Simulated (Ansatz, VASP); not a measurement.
## Nb: VASP beside Ansatz

Contents of INCAR:

```
SYSTEM = Nb
PREC = Accurate
ENCUT = 500
EDIFF = 1E-7
ISMEAR = -1
SIGMA = 0.05
LREAL = .FALSE.
LASPH = .TRUE.
NELM = 120
ALGO = Normal
ISIF = 3
LWAVE = .FALSE.
LCHARG = .FALSE.
GGA = PS
IVDW = 12
IBRION = 2
NSW = 80
EDIFFG = -0.005
GGA_COMPAT = .FALSE.
NELMIN = 4
```

Contents of KPOINTS:

```
regular mesh
0
G
  11 11 11
  0 0 0
```

The input POSCAR:

```
Nb
1.0
   -1.6639500000      1.6639500000      1.6639500000
    1.6639500000     -1.6639500000      1.6639500000
    1.6639500000      1.6639500000     -1.6639500000
Nb
1
Direct
    0.0000000000      0.0000000000      0.0000000000
```

input.yaml

```yaml
crystal:
  lattice:
    - [-1.66395, 1.66395, 1.66395]
    - [1.66395, -1.66395, 1.66395]
    - [1.66395, 1.66395, -1.66395]
  atoms:
    - { symbol: Nb, position: [0.0, 0.0, 0.0] }
kpoints:
  mp_grid: { grid: [11, 11, 11] }
scf:
  occupations: { method: fermi_dirac, width: 0.05 }
hamiltonian:
  xc: pbesol
  dispersion: d3bj
  pseudopotentials: { kind: all_electron, lapw: { basis_error: 0.001 } }
output:
  forces: true
  stress: true
relax:
  f_tol: 0.005
  max_steps: 60
  cell: {}
```

Alike in both runs: task relaxation of cell and atoms; functional PBEsol; dispersion D3(BJ); k mesh 11 × 11 × 11; occupations fermi-dirac, width 0.05 eV; no spin polarisation.

|  | VASP | Ansatz |
| --- | --- | --- |
| version | VASP 6.6.1 | Ansatz 0.2.0 |
| potentials or method | VASP PAW PBE potentials, release 64 (Nb_sv), cutoff 500 eV | all-electron LAPW, scalar-relativistic |

Ansatz gave:

| Quantity | Value |
| --- | --- |
| relaxed volume (Å³/atom) | 16.90 |
| relaxed cell length with the largest relative difference (Å) | 2.800 |

What did VASP give for the same quantities?

Relaxed volume (Å³/atom): 16.87; relaxed cell length with the largest relative difference (Å): 2.799.

VASP's potentials were made for PBE, not for PBEsol. Ansatz ran all-electron here, and VASP with PAW potentials.
